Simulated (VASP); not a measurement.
A run of VASP 6.6.1:

Contents of INCAR:

```
SYSTEM = B3C
PREC     = Accurate       ! precision mode
ENCUT    = 520            ! plane-wave cutoff, eV
EDIFF    = 1E-7           ! SCF threshold, eV
ISMEAR   = 0              ! smearing method
SIGMA    = 0.1            ! smearing width, eV
LREAL    = .False.        ! projectors in reciprocal space
LASPH    = .True.         ! aspherical terms in the spheres
NELM     = 80             ! most SCF steps
ALGO     = Normal         ! electronic algorithm
ISIF     = 2              ! what is computed and relaxed
LWAVE    = .False.        ! write WAVECAR
LCHARG   = .False.        ! write CHGCAR
GGA      = PE             ! functional
NBANDS   = 23             ! bands
```

The input KPOINTS:

```
regular mesh
0
Gamma
  4 4 4
  0 0 0
```

Contents of POSCAR:

```
B3C
1.0
    3.7332755501      0.0000000000      0.0000000000
    0.0000000000      3.7332755501      0.0000000000
    0.0000000000      0.0000000000      3.7332755501
B C
6 2
Direct
    0.2500000000      0.5000000000      0.0000000000
    0.7500000000      0.5000000000      0.0000000000
    0.0000000000      0.2500000000      0.5000000000
    0.0000000000      0.7500000000      0.5000000000
    0.5000000000      0.0000000000      0.2500000000
    0.5000000000      0.0000000000      0.7500000000
    0.0000000000      0.0000000000      0.0000000000
    0.5000000000      0.5000000000      0.5000000000
```

Potentials or basis: VASP PAW PBE potentials, release 64 (B, C).

The run is started by

```console
$ cat potpaw_PBE.64/B/POTCAR potpaw_PBE.64/C/POTCAR > POTCAR
$ mpirun -np 1 vasp_std > vasp.out
```

Hardware: 1 thread of Intel(R) Xeon(R) Platinum 8559C (Emerald Rapids) (shared host).

Q: Estimate the wall time of this run.

A: It took 6.4 s on 1 thread of Intel(R) Xeon(R) Platinum 8559C (Emerald Rapids) (shared host), peak memory 0.15 GiB. Counts: scf iterations 13, k points 10.
